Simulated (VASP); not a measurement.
# Ag (Fm-3m) in VASP: a series of runs

Ag is run at these levels: PBEsol; tasks: single point, relaxation of cell and atoms.

Program: VASP 6.6.1. These are calculated values, not measurements. Logs are shortened: lines on timing, memory, paths and dates and some standing lists are left out, and cuts for length are marked.

**1. The cell of the first run**

It takes space group Fm-3m (No. 225, cubic). The conventional cell has a = 4.054 Å, b = 4.054 Å, c = 4.054 Å, α = 90.00°, β = 90.00°, γ = 90.00°. Ag (site symmetry m-3m) has 12 Ag at 2.87 Å within 3.8 Å.

**2. Single point, PBEsol**

File INCAR:

```
SYSTEM = Ag
ALGO = Normal
EDIFF = 1E-6
ENCUT = 520
GGA = PS
ISIF = 2
ISMEAR = 1
LASPH = .TRUE.
LCHARG = .TRUE.
LELF = .TRUE.
LREAL = .FALSE.
LVHAR = .TRUE.
LWAVE = .FALSE.
NBANDS = 12
NELM = 80
PREC = Accurate
SIGMA = 0.1
```

File KPOINTS:

```
k-points
0
G
  34 34 34
  0 0 0
```

File POSCAR:

```
Ag
1.0
    0.0000000000      2.0269701380      2.0269701380
    2.0269701380      0.0000000000      2.0269701380
    2.0269701380      2.0269701380      0.0000000000
Ag
1
Direct
    0.0000000000      0.0000000000      0.0000000000
```

Potentials or basis: VASP PAW PBE potentials, release 64 (Ag).

The run is started by

```console
cat potpaw_PBE.64/Ag/POTCAR > POTCAR
mpirun -np 1 vasp_std > vasp.out
```

OUTCAR:

```text
SYSTEM = Ag
   EDIFF = 1E-6
   ENCUT = 520
   GGA = PS
   ISIF = 2
   ISMEAR = 1
   LASPH = .TRUE.
   LREAL = .FALSE.
   NELM = 80
   PREC = Accurate

 ion  position               nearest neighbor table
   1  0.000  0.000  0.000-

  LATTYP: Found a face centered cubic cell.
 ALAT       =     4.0539402760

  Lattice vectors:

 A1 = (   0.0000000000,   2.0269701380,   2.0269701380)
 A2 = (   2.0269701380,   0.0000000000,   2.0269701380)
 A3 = (   2.0269701380,   2.0269701380,   0.0000000000)

Analysis of symmetry for initial positions (statically):
=====================================================================
 Subroutine PRICEL returns:
 Original cell was already a primitive cell.

 Routine SETGRP: Setting up the symmetry group for a
 face centered cubic supercell.

 Subroutine GETGRP returns: Found 48 space group operations
 (whereof 48 operations were pure point group operations)
 out of a pool of 48 trial point group operations.

The static configuration has the point symmetry O_h .

Analysis of symmetry for dynamics (positions and initial velocities):
=====================================================================
 Subroutine PRICEL returns:
 Original cell was already a primitive cell.

 Routine SETGRP: Setting up the symmetry group for a
 face centered cubic supercell.

 Subroutine GETGRP returns: Found 48 space group operations
 (whereof 48 operations were pure point group operations)
 out of a pool of 48 trial point group operations.

The dynamic configuration has the point symmetry O_h .

 Subroutine INISYM returns: Found 48 space group operations
 (whereof 48 operations are pure point group operations),
 and found     1 'primitive' translations

----------------------------------------------------------------------------------------

                                     Primitive cell

  volume of cell :      16.6561

  direct lattice vectors                    reciprocal lattice vectors
     0.000000000  2.026970138  2.026970138    -0.246673590  0.246673590  0.246673590
     2.026970138  0.000000000  2.026970138     0.246673590 -0.246673590  0.246673590
     2.026970138  2.026970138  0.000000000     0.246673590  0.246673590 -0.246673590

  length of vectors
     2.866568660  2.866568660  2.866568660     0.427251190  0.427251190  0.427251190

  position of ions in fractional coordinates (direct lattice)
     0.000000000  0.000000000  0.000000000

  ion indices of the primitive-cell ions
   primitive index   ion index
                 1           1

----------------------------------------------------------------------------------------

 KPOINTS: k-points

Automatic generation of k-mesh.
 Grid dimensions read from file:
 generate k-points for:   34   34   34

 Generating k-lattice:

  Cartesian coordinates                     Fractional coordinates (reciprocal lattice)
    -0.007255106  0.007255106  0.007255106     0.029411765  0.000000000  0.000000000
     0.007255106 -0.007255106  0.007255106     0.000000000  0.029411765  0.000000000
     0.007255106  0.007255106 -0.007255106     0.000000000  0.000000000  0.029411765

  Length of vectors
     0.012566211  0.012566211  0.012566211

  Shift w.r.t. Gamma in fractional coordinates (k-lattice)
     0.000000000  0.000000000  0.000000000

 Subroutine IBZKPT returns following result:
 ===========================================

 Found   1059 irreducible k-points:

 Following reciprocal coordinates:
            Coordinates               Weight
  0.000000  0.000000  0.000000      1.000000
  0.029412  0.000000  0.000000      8.000000
  0.058824  0.000000  0.000000      8.000000
  0.088235  0.000000  0.000000      8.000000
  0.117647  0.000000  0.000000      8.000000
  0.147059  0.000000  0.000000      8.000000
[... 16 lines left out ...]
  0.147059  0.029412  0.000000     24.000000
  0.176471  0.029412  0.000000     24.000000
 [... further k-points ...]
   k-points           NKPTS =   1059   k-points in BZ     NKDIM =   1059   number of bands    NBANDS=     12
   number of dos      NEDOS =    301   number of ions     NIONS =      1
   total plane-waves  NPLWV =  13824
   dimension x,y,z NGX =    24 NGY =   24 NGZ =   24
   dimension x,y,z NGXF=    48 NGYF=   48 NGZF=   48
   ions per type =               1
   NGX,Y,Z   is equivalent  to a cutoff of  13.92, 13.92, 13.92 a.u.
   NGXF,Y,Z  is equivalent  to a cutoff of  27.84, 27.84, 27.84 a.u.
 SYSTEM =  Ag
   PREC   = accura    normal or accurate (medium, high low for compatibility)
   ISTART =      0    job   : 0-new  1-cont  2-samecut
   ICHARG =      2    charge: 1-file 2-atom 10-const
   ISPIN  =      1    spin polarized calculation?
   LNONCOLLINEAR =      F non collinear calculations
   LSORBIT =      F    spin-orbit coupling
   LASPH  =      T    aspherical Exc in radial PAW
   ENCUT  =  520.0 eV  38.22 Ry    6.18 a.u.   5.33  5.33  5.33*2*pi/ulx,y,z
   NELM   =     80;   NELMIN=  2; NELMDL= -5     # of ELM steps
   EDIFF  = 0.1E-05   stopping-criterion for ELM
   LREAL  =      F    real-space projection
   EDIFFG = 0.1E-04   stopping-criterion for IOM
   NSW    =      0    number of steps for IOM
   IBRION =     -1    ionic relax: 0-MD 1-quasi-New 2-CG
   NFREE  =      0    steps in history (QN), initial steepest desc. (CG)
   ISIF   =      2    stress and relaxation
   ISYM   =      2    0-nonsym 1-usesym 2-fastsym
   POTIM  = 0.5000    time-step for ionic-motion
   TEBEG  =    0.0;   TEEND  =   0.0 temperature during run
   PSTRESS=    0.0 pullay stress
   NELECT =      11.0000    total number of electrons
   NUPDOWN=      -1.0000    fix difference up-down
   EMIN   =  10.00;   EMAX   =-10.00  energy-range for DOS
   EFERMI =   0.00;   METHOD = LEGACY
   ISMEAR =     1;   SIGMA  =   0.10  broadening in eV -4-tet -1-fermi 0-gaus
   EFERMI_NEDOS =   21; number of points for ismear=-14 and -15
   IALGO  =     38    algorithm
   IMIX   =      4    mixing-type and parameters
     AMIX     =   0.40;   BMIX     =  1.00
     AMIX_MAG =   1.60;   BMIX_MAG =  1.00
  volume/ion in A,a.u.               =      16.66       112.40
  Fermi-wavevector in a.u.,A,eV,Ry     =   1.425657  2.694101 27.653812  2.032498
  Thomas-Fermi vector in A             =   2.546018
   LORBIT       =      0    0 simple, 1 ext, 2 COOP (PROOUT), +10 PAW based schemes
   GGA     = PS    functional components
   LHFCALC =     F    Hartree Fock is set to
   AEXX    =    0.0000 exact exchange contribution
   IVDW    =     0    specifies the selected vdW correction
   LEPSILON=     F    determine dielectric tensor
   LRPA    =     F    only Hartree local field effects (RPA)
 non-spin polarized calculation
 Methfessel and Paxton  Order N= 1 SIGMA  =   0.10
  energy-cutoff  :      520.00
  volume of cell :       16.66
 maximum number of plane-waves:       464
 NGX is ok and might be reduce to    24
   NGX = 11   NGY = 11   NGZ = 11

 number of electron      11.0000001 magnetization

 Free energy of the ion-electron system (eV)
  ---------------------------------------------------
  ext. energy  EPLUGINS =         0.00000000
  ---------------------------------------------------
  free energy    TOTEN  =        -3.30885266 eV

  energy without entropy =       -3.30870391  energy(sigma->0) =       -3.30880308

 E-fermi :   8.6069     XC(G=0): -12.5528

 val. band max:        8.6034896863   @ k =  -0.2647   0.2647   0.0000
 cond. band min:       8.6086181497   @ k =  -0.2941   0.2353   0.0000
 fundamental gap:      0.0051284634
 Fermi energy:         8.6068675227

 k-point     1 :       0.0000    0.0000    0.0000
  band No.  band energies     occupation
      1       0.5553      2.00000
      2       3.7013      2.00000
      3       3.7013      2.00000
      4       3.7013      2.00000
      5       4.7921      2.00000
      6       4.7921      2.00000
      7      24.5950      0.00000
      8      28.3061      0.00000
      9      28.3061      0.00000
     10      28.3061      0.00000
     11      33.1857      0.00000
     12      34.4665      0.00000

 k-point     2 :       0.0294    0.0000    0.0000
  band No.  band energies     occupation
      1       0.5831      2.00000
      2       3.6943      2.00000
      3       3.7094      2.00000
      4       3.7094      2.00000
      5       4.7888      2.00000
      6       4.7888      2.00000
      7      24.6065      0.00000
      8      28.0397      0.00000
      9      28.3202      0.00000
     10      28.3202      0.00000
     11      33.3380      0.00000
     12      34.4325      0.00000

 k-point     3 :       0.0588    0.0000    0.0000
  band No.  band energies     occupation
      1       0.6658      2.00000
      2       3.6744      2.00000
      3       3.7328      2.00000
      4       3.7329      2.00000
      5       4.7797      2.00000
      6       4.7797      2.00000
      7      24.6278      0.00000
      8      27.3812      0.00000
      9      28.3605      0.00000
     10      28.3605      0.00000
     11      33.3232      0.00000
     12      34.3183      0.00000
[... 286 lines left out ...]
 k-point    23 :       0.1471    0.0294    0.0000
  band No.  band energies     occupation
      1       1.1515      2.00000
      2       3.5753      2.00000
      3       3.8548      2.00000
      4       3.8601      2.00000
      5       4.6999      2.00000
      6       4.8052      2.00000
      7      23.9482      0.00000
      8      25.6300      0.00000
      9      28.0333      0.00000
     10      28.8874      0.00000
     11      31.9605      0.00000
     12      33.5621      0.00000

 k-point    24 :       0.1765    0.0294    0.0000
  band No.  band energies     occupation
      1       1.3913      2.00000
      2       3.5625      2.00000
      3       3.8974      2.00000
      4       3.9003      2.00000
      5       4.7018      2.00000
      6       4.8232      2.00000
      7      23.0202      0.00000
      8      25.4986      0.00000
      9      27.9855      0.00000
     10      29.0968      0.00000
     11      31.4736      0.00000
     12      33.2575      0.00000

 [... further k-points ...]
[... 5 lines left out ...]
  --------------------------------------------------------------------------------------
  -------------------------------------------------------------------------------------
  Total       -0.0313442     -0.0313442     -0.0313442      0.0000000      0.0000000     -0.0000000
  in kB       -3.0150588     -3.0150588     -3.0150588      0.0000000      0.0000000     -0.0000000
  external PRESSURE =      -3.0150588 kB  Pullay stress =       0.0000000 kB

 VOLUME and BASIS-vectors are now :
 -----------------------------------------------------------------------------
  energy-cutoff  :      520.00
  volume of cell :       16.66
      direct lattice vectors                 reciprocal lattice vectors
     0.000000000  2.026970138  2.026970138    -0.246673590  0.246673590  0.246673590
     2.026970138  0.000000000  2.026970138     0.246673590 -0.246673590  0.246673590
     2.026970138  2.026970138  0.000000000     0.246673590  0.246673590 -0.246673590

 POSITION                                       TOTAL-FORCE (eV/Angst)
 -----------------------------------------------------------------------------------
      0.00000      0.00000      0.00000         0.000000      0.000000     -0.000000
 -----------------------------------------------------------------------------------
    total drift:                               -0.000000     -0.000000     -0.000000

  FREE ENERGIE OF THE ION-ELECTRON SYSTEM (eV)
  ---------------------------------------------------
  free  energy   TOTEN  =        -3.3088526625 eV

  energy  without entropy=       -3.3087039086  energy(sigma->0) =       -3.30880308
```

Run time: 2.7 min. Hardware: 1 thread of AMD EPYC 7R13 (Zen 3), shared host; peak memory 0.28 GiB.

What came out:

| Quantity | Value |
| --- | --- |
| Free energy | -3.3089 eV |
| Pressure | -0.3 GPa |
| Band gap on the k mesh | zero (an odd number of electrons rules out a gap without spin polarisation) |

Caveat: the PAW data sets were made with another functional, which shifts forces and pressure a little.

**3. Single point, PBEsol**

File INCAR:

```
  PREC = Accurate
  ENCUT = 520
  EDIFF = 1E-7
  ISMEAR = 1
  SIGMA = 0.1
  LREAL = F
  LASPH = T
  NELM = 100
  ALGO = Normal
  ISIF = 2
  LWAVE = F
  LCHARG = F
  GGA = PS
  NBANDS = 12
```

File KPOINTS:

```
Automatic mesh
0
Gamma
  34 34 34
```

POSCAR is that of step 2.

Potentials or basis: VASP PAW PBE potentials, release 64 (Ag).

The run is started by

```console
cat potpaw_PBE.64/Ag/POTCAR > POTCAR
mpirun -np 1 vasp_std > vasp.out
```

It took 2.8 min on 1 thread of AMD EPYC 7R13 (Zen 3), shared host; peak memory 0.27 GiB.

The run converged. Its results:

* Free energy: -3.3089 eV
* Pressure: -0.3 GPa
* Band gap on the k mesh: zero (an odd number of electrons rules out a gap without spin polarisation)

Levels at points of the mesh, in eV from the Fermi level:
```
           k point  band 3  band 4  band 5  band 6  band 7  band 8  band 9  band 10
(0.00, 0.00, 0.00)   -4.91   -4.91   -3.81   -3.81   15.99   19.70   19.70    19.70
(0.50, 0.00, 0.00)   -4.93   -2.98   -2.98   -0.57    3.67   15.23   18.01    18.01
(0.50, 0.50, 0.00)   -3.01   -2.77   -2.77    1.47    6.85   10.67   10.67    17.40
```

Caveat: the PAW data sets were made with another functional, which shifts forces and pressure a little.

**4. Relaxation of cell and atoms, PBEsol**

This run uses another cell than the first one, of 17.10 Å³/atom.

File INCAR:

```
SYSTEM = Ag
  PREC = Accurate
  ENCUT = 600
  EDIFF = 1E-7
  ISMEAR = 1
  SIGMA = 0.1
  LREAL = .FALSE.
  LASPH = .TRUE.
  NELM = 80
  ALGO = Normal
  ISIF = 3
  LWAVE = .FALSE.
  LCHARG = .FALSE.
  GGA = PS
  IBRION = 2
  NSW = 60
  EDIFFG = -0.005
```

File KPOINTS:

```
regular mesh
0
G
  23 23 23
  0 0 0
```

File POSCAR:

```
Ag
1.0
    0.0000000000      2.0450000000      2.0450000000
    2.0450000000      0.0000000000      2.0450000000
    2.0450000000      2.0450000000      0.0000000000
Ag
1
Direct
    0.0000000000      0.0000000000      0.0000000000
```

Potentials or basis: VASP PAW PBE potentials, release 64 (Ag).

The run is started by

```console
cat potpaw_PBE.64/Ag/POTCAR > POTCAR
mpirun -np 1 vasp_std > vasp.out
```

OUTCAR:

```text
SYSTEM = Ag
   PREC = Accurate
   ENCUT = 600
   EDIFF = 1E-7
   ISMEAR = 1
   LREAL = .FALSE.
   LASPH = .TRUE.
   NELM = 80
   ISIF = 3
   GGA = PS
   IBRION = 2
   NSW = 60
   EDIFFG = -0.005

 ion  position               nearest neighbor table
   1  0.000  0.000  0.000-

  LATTYP: Found a face centered cubic cell.
 ALAT       =     4.0900000000

  Lattice vectors:

 A1 = (   0.0000000000,   2.0450000000,   2.0450000000)
 A2 = (   2.0450000000,   0.0000000000,   2.0450000000)
 A3 = (   2.0450000000,   2.0450000000,   0.0000000000)

Analysis of symmetry for initial positions (statically):
=====================================================================
 Subroutine PRICEL returns:
 Original cell was already a primitive cell.

 Routine SETGRP: Setting up the symmetry group for a
 face centered cubic supercell.

 Subroutine GETGRP returns: Found 48 space group operations
 (whereof 48 operations were pure point group operations)
 out of a pool of 48 trial point group operations.

[... 167 lines left out ...]
  --------------------------------------------------------------------------------------
  -------------------------------------------------------------------------------------
  Total       -0.3340613     -0.3340613     -0.3340613      0.0000000      0.0000000      0.0000000
  in kB      -31.2915288    -31.2915288    -31.2915288      0.0000000      0.0000000      0.0000000
  external PRESSURE =     -31.2915288 kB  Pullay stress =       0.0000000 kB
[... 57 lines left out ...]
--------------------------------------- Ionic step        3  -------------------------------------------

 number of electron      11.0000001 magnetization

 Free energy of the ion-electron system (eV)
  ---------------------------------------------------
  ext. energy  EPLUGINS =         0.00000000
  ---------------------------------------------------
  free energy    TOTEN  =        -3.30723342 eV

  energy without entropy =       -3.30720227  energy(sigma->0) =       -3.30722304

 E-fermi :   8.5921     XC(G=0): -12.5646

 val. band max:        8.5869039808   @ k =  -0.2174   0.3043   0.0870
 cond. band min:       8.6104464155   @ k =  -0.2609   0.2609   0.0870
 fundamental gap:      0.0235424346
 Fermi energy:         8.5921422290

 k-point     1 :       0.0000    0.0000    0.0000
  band No.  band energies     occupation
      1       0.5687      2.00000
      2       3.7232      2.00000
      3       3.7232      2.00000
      4       3.7232      2.00000
      5       4.8181      2.00000
      6       4.8181      2.00000
      7      24.6270      0.00000
      8      28.3505      0.00000
      9      28.3505      0.00000
[... 265 lines left out ...]
 k-point    24 :      -0.4783    0.0435    0.0000
  band No.  band energies     occupation
      1       2.0695      2.00000
      2       3.6787      2.00000
      3       3.7283      2.00000
      4       5.5214      2.00000
      5       5.6426      2.00000
      6       8.2362      2.00001
      7      12.3384      0.00000
      8      23.8358      0.00000
      9      26.2374      0.00000

 [... further k-points ...]
[... 5 lines left out ...]
  --------------------------------------------------------------------------------------
  -------------------------------------------------------------------------------------
  Total       -0.0002825     -0.0002825     -0.0002825     -0.0000000      0.0000000     -0.0000000
  in kB       -0.0272271     -0.0272271     -0.0272271     -0.0000000      0.0000000     -0.0000000
  external PRESSURE =      -0.0272271 kB  Pullay stress =       0.0000000 kB
[... 16 lines left out ...]
  FREE ENERGIE OF THE ION-ELECTRON SYSTEM (eV)
  ---------------------------------------------------
  free  energy   TOTEN  =        -3.3072334177 eV

  energy  without entropy=       -3.3072022737  energy(sigma->0) =       -3.30722304

 reached required accuracy - stopping structural energy minimisation
```

Run time: 1.8 min. Hardware: 1 thread of AMD EPYC 7R13 (Zen 3), shared host; peak memory 0.18 GiB.

Results:

| Quantity | Value |
| --- | --- |
| Free energy | -3.3072 eV |
| Relaxed volume | 16.62 Å³/atom |
| Relaxed cell | a = 2.865 Å, b = 2.865 Å, c = 2.865 Å, α = 60.00°, β = 60.00°, γ = 60.00° |
| Space group after relaxing (to 0.1 Å) | Fm-3m (No. 225) |
| Energy gained by relaxing | 4.9 meV/atom |
| Ionic steps | 3 |
| Pressure after relaxing | 0.0 GPa |
| Band gap on the k mesh | zero (an odd number of electrons rules out a gap without spin polarisation) |

Step by step:
```tsv
step	energy change (eV)	largest force (eV/Å)	pressure (GPa)	volume (Å³)
1	0.0000	0.0000	-3.13	17.10
2	-0.0023	0.0000	2.55	16.29
3	-0.0049	0.0000	0.00	16.62
```

Final structure:
```yaml
crystal:
  lattice:
    - [0.00000, 2.02562, 2.02562]
    - [2.02562, 0.00000, 2.02562]
    - [2.02562, 2.02562, 0.00000]
  atoms:
    - { symbol: Ag, position: [0.00000, 0.00000, 0.00000] }
```

Caveat: the PAW data sets were made with another functional, which shifts forces and pressure a little.
